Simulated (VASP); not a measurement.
Here is a VASP 6.6.1 calculation.

INCAR

```
SYSTEM = ZnS
PREC = Accurate
ENCUT = 520
EDIFF = 1E-6
ISMEAR = -1
SIGMA = 0.05
LREAL = .False.
LASPH = .True.
NELM = 80
ALGO = Normal
ISIF = 2
LWAVE = .False.
LCHARG = .False.
GGA = CA
NBANDS = 16
```

KPOINTS

```
regular mesh
0
Gamma
  9 9 9
  0 0 0
```

Contents of POSCAR:

```
ZnS
1.0
    0.0000000000      2.6486225211      2.6486225211
    2.6486225211      0.0000000000      2.6486225211
    2.6486225211      2.6486225211      0.0000000000
Zn S
1 1
Direct
    0.7500000000      0.7500000000      0.7500000000
    0.0000000000      0.0000000000      0.0000000000
```

Potentials or basis: VASP PAW LDA potentials, release 64 (Zn, S).

Command:

```bash
$ cat potpaw_LDA.64/Zn/POTCAR potpaw_LDA.64/S/POTCAR > POTCAR
$ mpirun -np 1 vasp_std > vasp.out
```

**Question.** What does it give for the band gap on the k mesh?

**Answer.** 2.16 eV, direct.

**Question.** What does it give for the pressure?

**Answer.** 0.2 GPa.

**The experiment to reproduce.**

“Electronic, vibrational, and thermodynamic properties of ZnS (zincblende and rocksalt structure)”, 2009, arxiv:0911.5022 quotes, for a bulk crystal of ZnS at 19 K: band gap 3.85 eV (direct).

A measured gap of ZnS is 3.85 eV (direct; 19 K; quoted in “Electronic, vibrational, and thermodynamic properties of ZnS (zincblende and rocksalt structure)”, 2009, arxiv:0911.5022); the calculated 2.16 eV misses it by -1.69 eV. The value is that of LDA, without temperature or zero-point motion. Semilocal functionals fall short of measured gaps as a rule.
